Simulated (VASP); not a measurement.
# GaN (P6_3/mmc) in VASP: a series of runs

The runs below take GaN through single point, with PBE.

All numbers are computed with VASP 6.6.1; they aren't measurements. Logs are shortened: lines on timing, memory, paths and dates and some standing lists are left out, and cuts for length are marked.

## 1. The cell of the first run

The structure is hexagonal, space group P6_3/mmc (No. 194). The conventional cell has a = 3.005 Å, b = 3.005 Å, c = 5.095 Å, α = 90.00°, β = 90.00°, γ = 120.00°. Within 2.8 Å of Ga (site symmetry -3m) lie 6 N at 2.15 Å and 2 Ga at 2.55 Å. Within 2.8 Å of N (site symmetry -6m2) lie 6 Ga at 2.15 Å.

## 2. Single point, PBE

File INCAR:

```
  PREC = Accurate
  ENCUT = 520
  EDIFF = 1E-6
  ISMEAR = 0
  SIGMA = 0.01
  LREAL = F
  LASPH = T
  NELM = 80
  ALGO = Normal
  ISIF = 2
  LWAVE = F
  LCHARG = T
  GGA = PE
  LELF = T
  LVHAR = T
  NBANDS = 26
```

File KPOINTS:

```
regular mesh
0
Gamma
  9 9 4
```

File POSCAR:

```
GaN
1.0
    3.0051167705      0.0000000000      0.0000000000
   -1.5025583853      2.6025074646      0.0000000000
    0.0000000000      0.0000000000      5.0954783158
Ga N
2 2
Direct
    0.0000000000      0.0000000000      0.0000000000
    0.0000000000      0.0000000000      0.5000000000
    0.3333333333      0.6666666667      0.2500000000
    0.6666666667      0.3333333333      0.7500000000
```

Potentials or basis: VASP PAW PBE potentials, release 64 (Ga_d, N).

Started as:

```
$ cat potpaw_PBE.64/Ga_d/POTCAR potpaw_PBE.64/N/POTCAR > POTCAR
$ mpirun -np 1 vasp_std > vasp.out
```

OUTCAR:

```text
PREC = Accurate
   ENCUT = 520
   EDIFF = 1E-6
   ISMEAR = 0
   LREAL = F
   LASPH = T
   NELM = 80
   ISIF = 2
   GGA = PE

 ion  position               nearest neighbor table
   1  0.000  0.000  0.000-   3 2.15   4 2.15   4 2.15   3 2.15   4 2.15   3 2.15   2 2.55   2 2.55

   2  0.000  0.000  0.500-   3 2.15   4 2.15   4 2.15   3 2.15   4 2.15   3 2.15   1 2.55   1 2.55

   3  0.333  0.667  0.250-   1 2.15   2 2.15   1 2.15   2 2.15   1 2.15   2 2.15
   4  0.667  0.333  0.750-   1 2.15   2 2.15   1 2.15   2 2.15   1 2.15   2 2.15

  LATTYP: Found a hexagonal cell.
 ALAT       =     3.0051167705
 C/A-ratio  =     1.6956007719

  Lattice vectors:

 A1 = (   3.0051167705,   0.0000000000,   0.0000000000)
 A2 = (  -1.5025583853,   2.6025074646,   0.0000000000)
 A3 = (   0.0000000000,   0.0000000000,   5.0954783158)

Analysis of symmetry for initial positions (statically):
=====================================================================
 Subroutine PRICEL returns:
 Original cell was already a primitive cell.

 Routine SETGRP: Setting up the symmetry group for a
 hexagonal supercell.

 Subroutine GETGRP returns: Found 24 space group operations
 (whereof 12 operations were pure point group operations)
 out of a pool of 24 trial point group operations.

The static configuration has the point symmetry D_3d.
 The point group associated with its full space group is D_6h.

Analysis of symmetry for dynamics (positions and initial velocities):
=====================================================================
 Subroutine PRICEL returns:
 Original cell was already a primitive cell.

 Routine SETGRP: Setting up the symmetry group for a
 hexagonal supercell.

 Subroutine GETGRP returns: Found 24 space group operations
 (whereof 12 operations were pure point group operations)
 out of a pool of 24 trial point group operations.

The dynamic configuration has the point symmetry D_3d.
 The point group associated with its full space group is D_6h.

 Subroutine INISYM returns: Found 24 space group operations
 (whereof 12 operations are pure point group operations),
 and found     1 'primitive' translations

----------------------------------------------------------------------------------------

                                     Primitive cell
[... 92 lines left out ...]
   LASPH  =      T    aspherical Exc in radial PAW
   ENCUT  =  520.0 eV  38.22 Ry    6.18 a.u.   5.59  5.59  9.47*2*pi/ulx,y,z
   NELM   =     80;   NELMIN=  2; NELMDL= -5     # of ELM steps
   EDIFF  = 0.1E-05   stopping-criterion for ELM
   LREAL  =      F    real-space projection
   EDIFFG = 0.1E-04   stopping-criterion for IOM
   NSW    =      0    number of steps for IOM
   IBRION =     -1    ionic relax: 0-MD 1-quasi-New 2-CG
   NFREE  =      0    steps in history (QN), initial steepest desc. (CG)
   ISIF   =      2    stress and relaxation
   ISYM   =      2    0-nonsym 1-usesym 2-fastsym
   POTIM  = 0.5000    time-step for ionic-motion
   TEBEG  =    0.0;   TEEND  =   0.0 temperature during run
   PSTRESS=    0.0 pullay stress
   NELECT =      36.0000    total number of electrons
   NUPDOWN=      -1.0000    fix difference up-down
   EMIN   =  10.00;   EMAX   =-10.00  energy-range for DOS
   EFERMI =   0.00;   METHOD = LEGACY
   ISMEAR =     0;   SIGMA  =   0.01  broadening in eV -4-tet -1-fermi 0-gaus
   EFERMI_NEDOS =   21; number of points for ismear=-14 and -15
   IALGO  =     38    algorithm
   IMIX   =      4    mixing-type and parameters
     AMIX     =   0.40;   BMIX     =  1.00
     AMIX_MAG =   1.60;   BMIX_MAG =  1.00
  volume/ion in A,a.u.               =       9.96        67.23
  Fermi-wavevector in a.u.,A,eV,Ry     =   1.582570  2.990623 34.076165  2.504527
  Thomas-Fermi vector in A             =   2.682473
   LORBIT       =      0    0 simple, 1 ext, 2 COOP (PROOUT), +10 PAW based schemes
   GGA     = PE    functional components
   LHFCALC =     F    Hartree Fock is set to
   AEXX    =    0.0000 exact exchange contribution
   IVDW    =     0    specifies the selected vdW correction
   LEPSILON=     F    determine dielectric tensor
   LRPA    =     F    only Hartree local field effects (RPA)
 non-spin polarized calculation
 Gauss-broadening in eV      SIGMA  =   0.01
  energy-cutoff  :      520.00
  volume of cell :       39.85
 maximum number of plane-waves:      1099
 NGX is ok and might be reduce to    24
   NGX = 11   NGY = 11   NGZ = 19

 number of electron      36.0000016 magnetization

 Free energy of the ion-electron system (eV)
  ---------------------------------------------------
  ext. energy  EPLUGINS =         0.00000000
  ---------------------------------------------------
  free energy    TOTEN  =       -21.89580958 eV

  energy without entropy =      -21.89580958  energy(sigma->0) =      -21.89580958

 E-fermi :   7.4201     XC(G=0): -12.7363

 val. band max:        7.3187653537   @ k =   0.1111   0.0000   0.0000
 cond. band min:       8.4279429105   @ k =   0.3333   0.3333   0.0000
 fundamental gap:      1.1091775568
 Fermi energy:         7.4201041393

 k-point     1 :       0.0000    0.0000    0.0000
  band No.  band energies     occupation
      1      -9.6171      2.00000
      2      -7.2676      2.00000
      3      -7.0337      2.00000
      4      -7.0337      2.00000
      5      -6.8854      2.00000
      6      -6.8854      2.00000
[... 685 lines left out ...]
     25      17.7967      0.00000
     26      20.0570      0.00000

 [... further k-points ...]

------------------------ aborting loop because EDIFF is reached ----------------------------------------

  FORCE on cell =-STRESS in cart. coord.  units (eV):
  Direction    XX          YY          ZZ          XY          YZ          ZX
  --------------------------------------------------------------------------------------
  -------------------------------------------------------------------------------------
  Total        0.2078381      0.2078381      0.2227988     -0.0000000      0.0000000      0.0000000
  in kB        8.3559828      8.3559828      8.9574640     -0.0000000      0.0000000      0.0000000
  external PRESSURE =       8.5564766 kB  Pullay stress =       0.0000000 kB

 VOLUME and BASIS-vectors are now :
 -----------------------------------------------------------------------------
  energy-cutoff  :      520.00
  volume of cell :       39.85
      direct lattice vectors                 reciprocal lattice vectors
     3.005116770  0.000000000  0.000000000     0.332765771  0.192122408  0.000000000
    -1.502558385  2.602507465  0.000000000     0.000000000  0.384244815  0.000000000
     0.000000000  0.000000000  5.095478316     0.000000000  0.000000000  0.196252430

 POSITION                                       TOTAL-FORCE (eV/Angst)
 -----------------------------------------------------------------------------------
      0.00000      0.00000      0.00000        -0.000000     -0.000000     -0.000000
      0.00000      0.00000      2.54774        -0.000000     -0.000000     -0.000000
     -0.00000      1.73500      1.27387        -0.000000      0.000000     -0.000000
      1.50256      0.86750      3.82161         0.000000     -0.000000      0.000000
 -----------------------------------------------------------------------------------
    total drift:                               -0.000000      0.000000      0.000000

  FREE ENERGIE OF THE ION-ELECTRON SYSTEM (eV)
  ---------------------------------------------------
  free  energy   TOTEN  =       -21.8958095843 eV

  energy  without entropy=      -21.8958095843  energy(sigma->0) =      -21.89580958
```

OSZICAR:

```text
N       E                     dE             d eps       ncg     rms          rms(c)
DAV:   1     0.254799165830E+03    0.25480E+03   -0.17722E+04  2154   0.265E+03
DAV:   2     0.548141765425E+01   -0.24932E+03   -0.23575E+03  2016   0.470E+02
DAV:   3    -0.243763541637E+02   -0.29858E+02   -0.29347E+02  2198   0.133E+02
DAV:   4    -0.252943940658E+02   -0.91804E+00   -0.91370E+00  2184   0.247E+01
DAV:   5    -0.253135423866E+02   -0.19148E-01   -0.19114E-01  2272   0.356E+00    0.100E+01
DAV:   6    -0.218955493030E+02    0.34180E+01   -0.87128E+00  3244   0.476E+01    0.299E+00
DAV:   7    -0.219258561859E+02   -0.30307E-01   -0.92434E-01  1988   0.803E+00    0.231E+00
DAV:   8    -0.219077501778E+02    0.18106E-01   -0.13943E-01  2756   0.379E+00    0.102E+00
DAV:   9    -0.218954080056E+02    0.12342E-01   -0.30643E-02  2736   0.294E+00    0.286E-01
DAV:  10    -0.218958417117E+02   -0.43371E-03   -0.43992E-03  2008   0.418E-01    0.153E-01
DAV:  11    -0.218958130879E+02    0.28624E-04   -0.73354E-05  3048   0.152E-01    0.475E-02
DAV:  12    -0.218958104957E+02    0.25922E-05   -0.19046E-05  1966   0.342E-02    0.335E-02
DAV:  13    -0.218958095843E+02    0.91140E-06   -0.31701E-06  1994   0.131E-02
   1 F= -.21895810E+02 E0= -.21895810E+02  d E =-.262388E-48
```

stdout:

```text
POSCAR found type information on POSCAR GaN
 POSCAR found :  2 types and       4 ions
 scaLAPACK will be used
 LDA part: xc-table for (Slater+PW92), standard interpolation
 POSCAR, INCAR and KPOINTS ok, starting setup
 FFT: planning ... GRIDC
 FFT: planning ... GRID_SOFT
 FFT: planning ... GRID
 WAVECAR not read
 entering main loop
```

It took 32 s on 1 thread of AMD EPYC 7R43 (Zen 3), shared host; peak memory 0.14 GiB.

What came out:

```
Free energy            : -21.8958 eV
Pressure               : 0.9 GPa
Band gap on the k mesh : 1.11 eV (least direct gap 1.36 eV)
```

Levels at points of the mesh, in eV from the valence-band top:
```tsv
k point	band 15	band 16	band 17	band 18	band 19	band 20	band 21	band 22
(0.00, 0.00, 0.00)	-0.51	-0.51	-0.11	-0.11	1.25	4.42	8.81	10.20
(0.00, 0.00, 0.50)	-0.28	-0.28	-0.28	-0.28	4.03	4.03	9.04	9.04
```

Caveat: an odd mesh through Γ misses points on the zone boundary, where band edges can lie.

## 3. Single point, PBE (10.26 Å³/atom)

This run uses another cell than the first one, of 10.26 Å³/atom.

File INCAR:

```
ALGO = Normal
EDIFF = 1E-6
ENCUT = 520
GGA = PE
ISIF = 2
ISMEAR = 0
LASPH = True
LCHARG = False
LREAL = False
LWAVE = False
NBANDS = 26
NELM = 100
PREC = Accurate
SIGMA = 0.01
```

File KPOINTS:

```
k-points
0
Gamma
  9 9 4
```

File POSCAR:

```
GaN
1.0
    3.0348723370      0.0000000000      0.0000000000
   -1.5174361685      2.6282765411      0.0000000000
    0.0000000000      0.0000000000      5.1459318774
Ga N
2 2
Direct
    0.0000000000      0.0000000000      0.0000000000
    0.0000000000      0.0000000000      0.5000000000
    0.3333333333      0.6666666667      0.2500000000
    0.6666666667      0.3333333333      0.7500000000
```

Potentials or basis: VASP PAW PBE potentials, release 64 (Ga_d, N).

Started as:

```
$ cat potpaw_PBE.64/Ga_d/POTCAR potpaw_PBE.64/N/POTCAR > POTCAR
$ mpirun -np 1 vasp_std > vasp.out
```

Wall time 31 s (1 thread of AMD EPYC 7R43 (Zen 3), shared host); peak memory 0.13 GiB.

The run converged. Its results:

```
Free energy            : -21.8805 eV
Pressure               : -4.8 GPa
Band gap on the k mesh : 0.93 eV (least direct gap 1.04 eV)
```

Stress tensor (GPa, compression positive):
```
-4.46  0.00  0.00
 0.00 -4.46  0.00
 0.00  0.00 -5.44
```

Levels at points of the mesh, in eV from the valence-band top:
| k point | band 16 | band 17 | band 18 | band 19 | band 20 | band 21 |
| --- | --- | --- | --- | --- | --- | --- |
| (0.00, 0.00, 0.00) | -0.49 | -0.11 | -0.11 | 0.93 | 4.26 | 8.46 |
| (0.00, 0.00, 0.50) | -0.27 | -0.27 | -0.27 | 3.78 | 3.78 | 8.84 |

Caveat: the cell stands under tension; an odd mesh through Γ misses points on the zone boundary, where band edges can lie.

## 4. Single point, PBE (10.56 Å³/atom)

This run uses another cell than the first one, of 10.56 Å³/atom.

File INCAR:

```
SYSTEM = GaN
ALGO = Normal
EDIFF = 1E-6
ENCUT = 520
GGA = PE
ISIF = 2
ISMEAR = 0
LASPH = .TRUE.
LCHARG = .FALSE.
LREAL = .FALSE.
LWAVE = .FALSE.
NBANDS = 26
NELM = 100
PREC = Accurate
SIGMA = 0.01
```

File KPOINTS:

```
k-points
0
G
  9 9 4
  0 0 0
```

File POSCAR:

```
GaN
1.0
    3.0640555921      0.0000000000      0.0000000000
   -1.5320277960      2.6535499814      0.0000000000
    0.0000000000      0.0000000000      5.1954150271
Ga N
2 2
Direct
    0.0000000000      0.0000000000      0.0000000000
    0.0000000000      0.0000000000      0.5000000000
    0.3333333333      0.6666666667      0.2500000000
    0.6666666667      0.3333333333      0.7500000000
```

Potentials or basis: VASP PAW PBE potentials, release 64 (Ga_d, N).

Started as:

```
$ cat potpaw_PBE.64/Ga_d/POTCAR potpaw_PBE.64/N/POTCAR > POTCAR
$ mpirun -np 1 vasp_std > vasp.out
```

OUTCAR:

```text
SYSTEM = GaN
   EDIFF = 1E-6
   ENCUT = 520
   GGA = PE
   ISIF = 2
   ISMEAR = 0
   LASPH = .TRUE.
   LREAL = .FALSE.
   NELM = 100
   PREC = Accurate

 ion  position               nearest neighbor table
   1  0.000  0.000  0.000-   3 2.19   4 2.19   4 2.19   3 2.19   4 2.19   3 2.19   2 2.60   2 2.60

   2  0.000  0.000  0.500-   3 2.19   4 2.19   4 2.19   3 2.19   4 2.19   3 2.19   1 2.60   1 2.60

   3  0.333  0.667  0.250-   1 2.19   2 2.19   1 2.19   2 2.19   1 2.19   2 2.19
   4  0.667  0.333  0.750-   1 2.19   2 2.19   1 2.19   2 2.19   1 2.19   2 2.19

  LATTYP: Found a hexagonal cell.
 ALAT       =     3.0640555921
 C/A-ratio  =     1.6956007719

  Lattice vectors:

 A1 = (   3.0640555921,   0.0000000000,   0.0000000000)
 A2 = (  -1.5320277960,   2.6535499814,   0.0000000000)
 A3 = (   0.0000000000,   0.0000000000,   5.1954150271)

Analysis of symmetry for initial positions (statically):
=====================================================================
 Subroutine PRICEL returns:
 Original cell was already a primitive cell.

 Routine SETGRP: Setting up the symmetry group for a
[... 174 lines left out ...]

 E-fermi :   6.6878     XC(G=0): -12.4141

 val. band max:        6.6358682952   @ k =   0.1111  -0.0000   0.0000
 cond. band min:       7.2766772562   @ k =   0.0000   0.0000   0.0000
 fundamental gap:      0.6408089610
 Fermi energy:         6.6878411549

 k-point     1 :       0.0000    0.0000    0.0000
  band No.  band energies     occupation
      1      -9.7625      2.00000
      2      -7.9142      2.00000
      3      -7.7062      2.00000
      4      -7.7062      2.00000
      5      -7.5867      2.00000
      6      -7.5867      2.00000
[... 685 lines left out ...]
     25      16.6737      0.00000
     26      18.8250      0.00000

 [... further k-points ...]

------------------------ aborting loop because EDIFF is reached ----------------------------------------

  FORCE on cell =-STRESS in cart. coord.  units (eV):
  Direction    XX          YY          ZZ          XY          YZ          ZX
  --------------------------------------------------------------------------------------
  -------------------------------------------------------------------------------------
  Total       -2.3427602     -2.3427602     -2.8299118     -0.0000000      0.0000000      0.0000000
  in kB      -88.8575362    -88.8575362   -107.3344977     -0.0000000      0.0000000      0.0000000
  external PRESSURE =     -95.0165233 kB  Pullay stress =       0.0000000 kB

 VOLUME and BASIS-vectors are now :
 -----------------------------------------------------------------------------
  energy-cutoff  :      520.00
  volume of cell :       42.24
      direct lattice vectors                 reciprocal lattice vectors
     3.064055592  0.000000000  0.000000000     0.326364836  0.188426826  0.000000000
    -1.532027796  2.653549981  0.000000000     0.000000000  0.376853652  0.000000000
     0.000000000  0.000000000  5.195415027     0.000000000  0.000000000  0.192477405

 POSITION                                       TOTAL-FORCE (eV/Angst)
 -----------------------------------------------------------------------------------
      0.00000      0.00000      0.00000        -0.000000     -0.000000      0.000000
      0.00000      0.00000      2.59771        -0.000000     -0.000000      0.000000
     -0.00000      1.76903      1.29885         0.000000     -0.000000      0.000000
      1.53203      0.88452      3.89656        -0.000000      0.000000     -0.000000
 -----------------------------------------------------------------------------------
    total drift:                               -0.000000      0.000000      0.000000

  FREE ENERGIE OF THE ION-ELECTRON SYSTEM (eV)
  ---------------------------------------------------
  free  energy   TOTEN  =       -21.8270706204 eV

  energy  without entropy=      -21.8270706204  energy(sigma->0) =      -21.82707062
```

stdout:

```text
POSCAR found type information on POSCAR GaN
 POSCAR found :  2 types and       4 ions
 scaLAPACK will be used
 LDA part: xc-table for (Slater+PW92), standard interpolation
 POSCAR, INCAR and KPOINTS ok, starting setup
 FFT: planning ... GRIDC
 FFT: planning ... GRID_SOFT
 FFT: planning ... GRID
 WAVECAR not read
 entering main loop
```

Wall time 35 s (1 thread of AMD EPYC 7R43 (Zen 3), shared host); peak memory 0.13 GiB.

Results:

```yaml
Free_energy: -21.8271 eV
Pressure: -9.5 GPa
Band_gap_on_the_k_mesh: 0.64 eV (least direct gap 0.75 eV)
```

Stress tensor (GPa, compression positive):
```
 -8.89   0.00   0.00
  0.00  -8.89   0.00
  0.00   0.00 -10.73
```

Levels at points of the mesh, in eV from the valence-band top:
| k point | band 15 | band 16 | band 17 | band 18 | band 19 | band 20 | band 21 | band 22 |
| --- | --- | --- | --- | --- | --- | --- | --- | --- |
| (0.00, 0.00, 0.00) | -0.46 | -0.46 | -0.11 | -0.11 | 0.64 | 4.12 | 8.13 | 9.84 |
| (0.00, 0.00, 0.50) | -0.26 | -0.26 | -0.26 | -0.26 | 3.54 | 3.54 | 8.66 | 8.66 |

Caveat: the cell stands under tension; an odd mesh through Γ misses points on the zone boundary, where band edges can lie.

## 5. The runs side by side

```csv
cell,gap on the mesh (eV),pressure (GPa)
"a = 3.005, b = 3.005, c = 5.095 Å, angles 90.0, 90.0, 120.0°, 4 atoms",1.11,0.9
"a = 3.035, b = 3.035, c = 5.146 Å, angles 90.0, 90.0, 120.0°, 4 atoms",0.93,-4.8
"a = 3.064, b = 3.064, c = 5.195 Å, angles 90.0, 90.0, 120.0°, 4 atoms",0.64,-9.5
```

Alike in all rows: task single point; level PBE; potentials or basis VASP PAW PBE potentials, release 64 (Ga_d, N); no spin polarisation; k mesh 9 × 9 × 4; cutoff (eV) 520; smearing gaussian 0.01 eV.

Caveats: an odd mesh through Γ misses points on the zone boundary, where band edges can lie; the cell stands under tension (at least some runs).

Absolute energies hang on the potentials; compare differences alone.
